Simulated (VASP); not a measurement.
Input of a VASP 6.6.1 run:

File POSCAR:

```
MgI2
1.0
    4.0554820183      0.0000000000      0.0000000000
   -2.0277410091      3.5121504525      0.0000000000
    0.0000000000      0.0000000000     14.5041012424
Mg I
2 4
Direct
    0.3333333333      0.6666666667      0.2500000000
    0.6666666667      0.3333333333      0.7500000000
    0.6666666667      0.3333333333      0.3768546121
    0.6666666667      0.3333333333      0.1231453879
    0.3333333333      0.6666666667      0.8768546121
    0.3333333333      0.6666666667      0.6231453879
```

INCAR.step1

```
SYSTEM = MgI2
PREC = Accurate
ENCUT = 520
ISMEAR = 0
SIGMA = 0.01
LREAL = .FALSE.
LASPH = .TRUE.
NELM = 100
NBANDS = 25
GGA = PE
ALGO = Normal
EDIFF = 1E-4
LWAVE = .TRUE.
LCHARG = .FALSE.
```

The input INCAR.step2:

```
SYSTEM = MgI2
PREC = Accurate
ENCUT = 520
EDIFF = 1E-6
ISMEAR = 0
SIGMA = 0.01
LREAL = .FALSE.
LASPH = .TRUE.
NELM = 100
ALGO = Normal
ISIF = 2
LWAVE = .FALSE.
LCHARG = .FALSE.
METAGGA = R2SCAN
LMIXTAU = .TRUE.
NBANDS = 25
ISTART = 1
```

KPOINTS

```
Automatic mesh
0
G
  12 12 2
  0 0 0
```

Potentials or basis: VASP PAW PBE potentials, release 64 (Mg, I).

Run with:

```sh
$ cat potpaw_PBE.64/Mg/POTCAR potpaw_PBE.64/I/POTCAR > POTCAR
$ cp INCAR.step1 INCAR
$ mpirun -np 1 vasp_std > vasp.out
$ cp INCAR.step2 INCAR
$ mpirun -np 1 vasp_std > vasp.out
```

Task: Predict the pressure.

Result: 0.5 GPa.

Task: Predict the band gap on the k mesh.

Result: 3.09 eV, indirect (least direct gap 3.41 eV).

Forces on the atoms (eV/Å):
```
Mg   0.000  0.000  0.000
Mg   0.000  0.000  0.000
I    0.000  0.000 -0.043
I    0.000  0.000  0.043
I    0.000  0.000 -0.043
I    0.000  0.000  0.043
```

Caveat: the PAW data sets were made with another functional, which shifts forces and pressure a little; spin-orbit coupling is left out, which moves the levels of the heavy elements. A k mesh can miss the band edges.
